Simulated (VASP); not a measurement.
# MgO (Fm-3m) in VASP: further runs

Runs on MgO. Level: PBEsol. Tasks: single point, relaxation of cell and atoms.

Program: VASP 6.6.1. These are calculated values, not measurements. Logs are shortened: lines on timing, memory, paths and dates and some standing lists are left out, and cuts for length are marked.

**Measured values to compare with.**

From “Electronic structure of alkaline earth and post-transition metal oxides”, 2009, arxiv:0908.1581, for a bulk crystal of MgO: band gap 7.83 eV.

The runs below are set against these values where they give the same quantity.

### 1 The cell of the first run

It takes space group Fm-3m (No. 225, cubic). Conventional cell: a = 4.214 Å, b = 4.214 Å, c = 4.214 Å, α = 90.00°, β = 90.00°, γ = 90.00°. Mg (site symmetry m-3m) has 6 O at 2.11 Å within 2.8 Å. Within 2.8 Å of O (site symmetry m-3m) lie 6 Mg at 2.11 Å.

### 2 Single point, PBEsol

Input file INCAR:

```
PREC = Accurate ; ENCUT = 520
EDIFF = 1E-6 ; ISMEAR = 0
SIGMA = 0.02 ; LREAL = F
LASPH = T ; NELM = 100
ALGO = Normal ; ISIF = 2
LWAVE = F ; LCHARG = T
GGA = PS ; LELF = T
LVHAR = T ; NBANDS = 11
```

Input file KPOINTS:

```
Automatic mesh
0
Gamma
  10 10 10
```

Input file POSCAR:

```
MgO
1.0
    0.0000000000      2.1070910970      2.1070910970
    2.1070910970      0.0000000000      2.1070910970
    2.1070910970      2.1070910970      0.0000000000
Mg O
1 1
Direct
    0.0000000000      0.0000000000      0.0000000000
    0.5000000000      0.5000000000      0.5000000000
```

Potentials or basis: VASP PAW PBE potentials, release 64 (Mg, O).

On the command line:

```
> cat potpaw_PBE.64/Mg/POTCAR potpaw_PBE.64/O/POTCAR > POTCAR
> mpirun -np 1 vasp_std > vasp.out
```

OUTCAR:

```text
PREC = Accurate
   ENCUT = 520
   EDIFF = 1E-6
   ISMEAR = 0
   LREAL = F
   LASPH = T
   NELM = 100
   ISIF = 2
   GGA = PS

 ion  position               nearest neighbor table
   1  0.000  0.000  0.000-   2 2.11   2 2.11   2 2.11   2 2.11   2 2.11   2 2.11
   2  0.500  0.500  0.500-   1 2.11   1 2.11   1 2.11   1 2.11   1 2.11   1 2.11

  LATTYP: Found a face centered cubic cell.
 ALAT       =     4.2141821940

  Lattice vectors:

 A1 = (   0.0000000000,   2.1070910970,   2.1070910970)
 A2 = (   2.1070910970,   0.0000000000,   2.1070910970)
 A3 = (   2.1070910970,   2.1070910970,   0.0000000000)

Analysis of symmetry for initial positions (statically):
[... 33 lines left out ...]
                                     Primitive cell

  volume of cell :      18.7103

  direct lattice vectors                    reciprocal lattice vectors
     0.000000000  2.107091097  2.107091097    -0.237293965  0.237293965  0.237293965
     2.107091097  0.000000000  2.107091097     0.237293965 -0.237293965  0.237293965
     2.107091097  2.107091097  0.000000000     0.237293965  0.237293965 -0.237293965

  length of vectors
     2.979876807  2.979876807  2.979876807     0.411005203  0.411005203  0.411005203

  position of ions in fractional coordinates (direct lattice)
     0.000000000  0.000000000  0.000000000
     0.500000000  0.500000000  0.500000000

  ion indices of the primitive-cell ions
   primitive index   ion index
                 1           1
                 2           2

----------------------------------------------------------------------------------------

 KPOINTS: Automatic mesh

Automatic generation of k-mesh.
 Grid dimensions read from file:
 generate k-points for:   10   10   10

 Generating k-lattice:

  Cartesian coordinates                     Fractional coordinates (reciprocal lattice)
    -0.023729396  0.023729396  0.023729396     0.100000000  0.000000000  0.000000000
     0.023729396 -0.023729396  0.023729396     0.000000000  0.100000000  0.000000000
     0.023729396  0.023729396 -0.023729396     0.000000000  0.000000000  0.100000000

  Length of vectors
     0.041100520  0.041100520  0.041100520

  Shift w.r.t. Gamma in fractional coordinates (k-lattice)
     0.000000000  0.000000000  0.000000000

 Subroutine IBZKPT returns following result:
 ===========================================

 Found     47 irreducible k-points:

 Following reciprocal coordinates:
            Coordinates               Weight
[... 43 lines left out ...]
   EDIFF  = 0.1E-05   stopping-criterion for ELM
   LREAL  =      F    real-space projection
   EDIFFG = 0.1E-04   stopping-criterion for IOM
   NSW    =      0    number of steps for IOM
   IBRION =     -1    ionic relax: 0-MD 1-quasi-New 2-CG
   NFREE  =      0    steps in history (QN), initial steepest desc. (CG)
   ISIF   =      2    stress and relaxation
   ISYM   =      2    0-nonsym 1-usesym 2-fastsym
   POTIM  = 0.5000    time-step for ionic-motion
   TEBEG  =    0.0;   TEEND  =   0.0 temperature during run
   PSTRESS=    0.0 pullay stress
   NELECT =       8.0000    total number of electrons
   NUPDOWN=      -1.0000    fix difference up-down
   EMIN   =  10.00;   EMAX   =-10.00  energy-range for DOS
   EFERMI =   0.00;   METHOD = LEGACY
   ISMEAR =     0;   SIGMA  =   0.02  broadening in eV -4-tet -1-fermi 0-gaus
   EFERMI_NEDOS =   21; number of points for ismear=-14 and -15
   IALGO  =     38    algorithm
   IMIX   =      4    mixing-type and parameters
     AMIX     =   0.40;   BMIX     =  1.00
     AMIX_MAG =   1.60;   BMIX_MAG =  1.00
  volume/ion in A,a.u.               =       9.36        63.13
  Fermi-wavevector in a.u.,A,eV,Ry     =   1.233327  2.330650 20.695755  1.521095
  Thomas-Fermi vector in A             =   2.368062
   LORBIT       =      0    0 simple, 1 ext, 2 COOP (PROOUT), +10 PAW based schemes
   GGA     = PS    functional components
   LHFCALC =     F    Hartree Fock is set to
   AEXX    =    0.0000 exact exchange contribution
   IVDW    =     0    specifies the selected vdW correction
   LEPSILON=     F    determine dielectric tensor
   LRPA    =     F    only Hartree local field effects (RPA)
 non-spin polarized calculation
 Gauss-broadening in eV      SIGMA  =   0.02
  energy-cutoff  :      520.00
  volume of cell :       18.71
 maximum number of plane-waves:       531
 NGX is ok and might be reduce to    24
   NGX = 11   NGY = 11   NGZ = 11

 number of electron       8.0000005 magnetization

 Free energy of the ion-electron system (eV)
  ---------------------------------------------------
  ext. energy  EPLUGINS =         0.00000000
  ---------------------------------------------------
  free energy    TOTEN  =       -12.51247029 eV

  energy without entropy =      -12.51247029  energy(sigma->0) =      -12.51247029

 E-fermi :   3.1480     XC(G=0): -11.3031

 val. band max:        3.0560086946   @ k =   0.0000   0.0000   0.0000
 cond. band min:       7.6756995454   @ k =   0.0000   0.0000   0.0000
 fundamental gap:      4.6196908507
 Fermi energy:         3.1479746415

 k-point     1 :       0.0000    0.0000    0.0000
  band No.  band energies     occupation
      1     -14.1421      2.00000
      2       3.0560      2.00000
      3       3.0560      2.00000
      4       3.0560      2.00000
      5       7.6757      0.00000
      6      18.6795      0.00000
      7      18.6795      0.00000
      8      18.6795      0.00000
      9      22.5181      0.00000
     10      24.3999      0.00000
     11      24.3999      0.00000
[... 309 lines left out ...]
 k-point    24 :       0.4000    0.3000    0.0000
  band No.  band energies     occupation
      1     -12.8791      2.00000
      2      -0.5663      2.00000
      3       1.7350      2.00000
      4       1.9583      2.00000
      5      12.5083      0.00000
      6      13.0561      0.00000
      7      16.5195      0.00000
      8      21.0812      0.00000
      9      21.2854      0.00000
     10      27.8001      0.00000
     11      29.9187      0.00000

 [... further k-points ...]
[... 5 lines left out ...]
  --------------------------------------------------------------------------------------
  -------------------------------------------------------------------------------------
  Total       -0.0607764     -0.0607764     -0.0607764     -0.0000000      0.0000000     -0.0000000
  in kB       -5.2043373     -5.2043373     -5.2043373     -0.0000000      0.0000000     -0.0000000
  external PRESSURE =      -5.2043373 kB  Pullay stress =       0.0000000 kB

 VOLUME and BASIS-vectors are now :
 -----------------------------------------------------------------------------
  energy-cutoff  :      520.00
  volume of cell :       18.71
      direct lattice vectors                 reciprocal lattice vectors
     0.000000000  2.107091097  2.107091097    -0.237293965  0.237293965  0.237293965
     2.107091097  0.000000000  2.107091097     0.237293965 -0.237293965  0.237293965
     2.107091097  2.107091097  0.000000000     0.237293965  0.237293965 -0.237293965

 POSITION                                       TOTAL-FORCE (eV/Angst)
 -----------------------------------------------------------------------------------
      0.00000      0.00000      0.00000         0.000000      0.000000      0.000000
      2.10709      2.10709      2.10709        -0.000000     -0.000000     -0.000000
 -----------------------------------------------------------------------------------
    total drift:                               -0.000000     -0.000000      0.000000

  FREE ENERGIE OF THE ION-ELECTRON SYSTEM (eV)
  ---------------------------------------------------
  free  energy   TOTEN  =       -12.5124702902 eV

  energy  without entropy=      -12.5124702902  energy(sigma->0) =      -12.51247029
```

OSZICAR:

```text
N       E                     dE             d eps       ncg     rms          rms(c)
DAV:   1     0.155424233976E+02    0.15542E+02   -0.45962E+03  1146   0.645E+02
DAV:   2    -0.131997857059E+02   -0.28742E+02   -0.27905E+02  1174   0.137E+02
DAV:   3    -0.138962371441E+02   -0.69645E+00   -0.69598E+00  1273   0.188E+01
DAV:   4    -0.138978039167E+02   -0.15668E-02   -0.15667E-02  1112   0.104E+00
DAV:   5    -0.138978089092E+02   -0.49925E-05   -0.49924E-05  1202   0.571E-02    0.666E+00
DAV:   6    -0.125490260825E+02    0.13488E+01   -0.76352E+00  1076   0.150E+01    0.219E+00
DAV:   7    -0.125261428177E+02    0.22883E-01   -0.48863E-02  1130   0.203E+00    0.130E+00
DAV:   8    -0.125128470102E+02    0.13296E-01   -0.23698E-02  1082   0.175E+00    0.223E-01
DAV:   9    -0.125125535902E+02    0.29342E-03   -0.36681E-04  1172   0.135E-01    0.139E-01
DAV:  10    -0.125124683246E+02    0.85266E-04   -0.44815E-04  1148   0.157E-01    0.455E-03
DAV:  11    -0.125124699163E+02   -0.15916E-05   -0.41610E-06  1130   0.145E-02    0.346E-03
DAV:  12    -0.125124702902E+02   -0.37390E-06   -0.10996E-07   598   0.316E-03
   1 F= -.12512470E+02 E0= -.12512470E+02  d E =-.222162E-13
```

stdout:

```text
POSCAR found type information on POSCAR MgO
 POSCAR found :  2 types and       2 ions
 scaLAPACK will be used
 -----------------------------------------------------------------------------
|                                                                             |
|                                                                             |
|     You enforced a specific xc type in the INCAR file but a different       |
|     I HOPE YOU KNOW WHAT YOU ARE DOING!                                     |
|                                                                             |
 -----------------------------------------------------------------------------

 LDA part: xc-table for (Slater+PW92), standard interpolation
 POSCAR, INCAR and KPOINTS ok, starting setup
 FFT: planning ... GRIDC
 FFT: planning ... GRID_SOFT
 FFT: planning ... GRID
 WAVECAR not read
 entering main loop
```

Run time: 4.7 s. Hardware: 1 thread of Intel Xeon 6975P-C (Granite Rapids), shared host; peak memory 0.14 GiB.

What came out:

```
Free energy            : -12.5125 eV
Pressure               : -0.5 GPa
Band gap on the k mesh : 4.62 eV, direct
```

Caveat: the PAW data sets were made with another functional, which shifts forces and pressure a little. As with any semilocal functional, this PBEsol gap is likely too small.

### 3 Relaxation of cell and atoms, PBEsol

This run uses another cell than the first one, of 9.62 Å³/atom, 1.028 times its volume.

Input file INCAR:

```
PREC = Accurate
ENCUT = 600
EDIFF = 1E-6
ISMEAR = 0
SIGMA = 0.02
LREAL = False
LASPH = True
NELM = 100
ALGO = Normal
ISIF = 3
LWAVE = False
LCHARG = False
GGA = PS
IBRION = 2
NSW = 70
EDIFFG = -0.005
```

KPOINTS is that of step 2.

Input file POSCAR:

```
MgO
1.0
    0.0000000000      2.1268522620      2.1268522620
    2.1268522620      0.0000000000      2.1268522620
    2.1268522620      2.1268522620      0.0000000000
Mg O
1 1
Direct
    0.0000000000      0.0000000000      0.0000000000
    0.5000000000      0.5000000000      0.5000000000
```

Potentials or basis: VASP PAW PBE potentials, release 64 (Mg, O).

On the command line:

```
> cat potpaw_PBE.64/Mg/POTCAR potpaw_PBE.64/O/POTCAR > POTCAR
> mpirun -np 1 vasp_std > vasp.out
```

Wall time 7.6 s (1 thread of Intel Xeon 6975P-C (Granite Rapids), shared host); peak memory 0.14 GiB.

It converged, with:

* Free energy: -12.5168 eV
* Relaxed volume: 9.31 Å³/atom
* Relaxed cell: a = 2.975 Å, b = 2.975 Å, c = 2.975 Å, α = 60.00°, β = 60.00°, γ = 60.00°
* Space group after relaxing (to 0.05 Å): Fm-3m (No. 225)
* Energy gained by relaxing: 4.9 meV/atom
* Ionic steps: 3
* Pressure after relaxing: 0.0 GPa
* Band gap on the k mesh: 4.67 eV, direct

Step by step:
```csv
step,energy change (eV),largest force (eV/Å),pressure (GPa),volume (Å³)
1,0.0000,0.0000,-4.91,19.24
2,-0.0087,0.0000,1.69,18.43
3,-0.0097,0.0000,0.00,18.62
```

Final structure:
```
Mg O
1.0
     0.00000    2.10379    2.10379
     2.10379    0.00000    2.10379
     2.10379    2.10379    0.00000
Mg O
1 1
Direct
  0.00000 0.00000 0.00000
  0.50000 0.50000 0.50000
```

Levels at points of the mesh, in eV from the valence-band top:
```
           k point  band 2  band 3  band 4  band 5  band 6  band 7
(0.00, 0.00, 0.00)    0.00    0.00    0.00    4.67   15.65   15.65
(0.50, 0.00, 0.00)   -4.69   -0.67   -0.67    7.77   12.54   16.21
(0.50, 0.50, 0.00)   -4.16   -1.37   -1.37    8.93    9.91   13.01
```

Caveat: the PAW data sets were made with another functional, which shifts forces and pressure a little.

### 4 Single point, PBEsol

Input file INCAR:

```
SYSTEM = MgO
ALGO = Normal
EDIFF = 1E-6
ENCUT = 600
GGA = PS
GGA_COMPAT = .FALSE.
ISIF = 2
ISMEAR = 1
LASPH = .TRUE.
LCHARG = .FALSE.
LREAL = .FALSE.
LWAVE = .FALSE.
NBANDS = 11
NELM = 120
PREC = Accurate
SIGMA = 0.02
```

Input file KPOINTS:

```
k-points
0
G
  10 10 10
  0 0 0
```

Input file POSCAR:

```
MgO
1.0
    0.0000000000      2.1070910977      2.1070910977
    2.1070910977      0.0000000000      2.1070910977
    2.1070910977      2.1070910977      0.0000000000
Mg O
1 1
Direct
    0.0000000000      0.0000000000      0.0000000000
    0.5000000000      0.5000000000      0.5000000000
```

On the command line:

```
> cat potpaw_PBE.64/Mg/POTCAR potpaw_PBE.64/O/POTCAR > POTCAR
> mpirun -np 1 vasp_std > vasp.out
```

Run time: 11 s. Hardware: 1 thread of Intel Xeon 8259CL, shared host; peak memory 0.14 GiB.

The run converged. Its results:

```
Free energy            : -12.5154 eV
Pressure               : -0.7 GPa
Band gap on the k mesh : 4.62 eV, direct
```

Levels at points of the mesh, in eV from the valence-band top:
| k point | band 2 | band 3 | band 4 | band 5 | band 6 | band 7 |
| --- | --- | --- | --- | --- | --- | --- |
| (0.00, 0.00, 0.00) | 0.00 | 0.00 | 0.00 | 4.62 | 15.63 | 15.63 |
| (0.50, 0.00, 0.00) | -4.67 | -0.66 | -0.66 | 7.74 | 12.49 | 16.16 |
| (0.50, 0.50, 0.00) | -4.14 | -1.36 | -1.36 | 8.92 | 9.86 | 12.96 |

Caveat: the PAW data sets were made with another functional, which shifts forces and pressure a little.

### 5 The runs side by side

| task | cell | cutoff (eV) | smearing | gap on the mesh (eV) | pressure (GPa) |
| --- | --- | --- | --- | --- | --- |
| single point | a = 2.980 Å, angles 60.0°, 2 atoms | 520 | gaussian 0.02 eV | 4.62 | -0.5 |
| relaxation of cell and atoms | relaxed from a = 3.008 Å, angles 60.0°, 2 atoms | 600 | gaussian 0.02 eV | 4.67 | 0.0 |
| single point | a = 2.980 Å, angles 60.0°, 2 atoms | 600 | methfessel-paxton 0.02 eV | 4.62 | -0.7 |

Alike in all rows: level PBEsol; potentials or basis VASP PAW PBE potentials, release 64 (Mg, O); no spin polarisation; k mesh 10 × 10 × 10.

Caveats: the PAW data sets were made with another functional, which shifts forces and pressure a little.

Absolute energies hang on the potentials; compare differences alone.

### 6 How close it comes

Step 4. Against the measured gap of MgO, 7.83 eV (quoted in “Electronic structure of alkaline earth and post-transition metal oxides”, 2009, arxiv:0908.1581), the calculated 4.62 eV is off by -3.21 eV. The value is that of PBEsol, without temperature or zero-point motion. Semilocal functionals fall short of measured gaps as a rule.
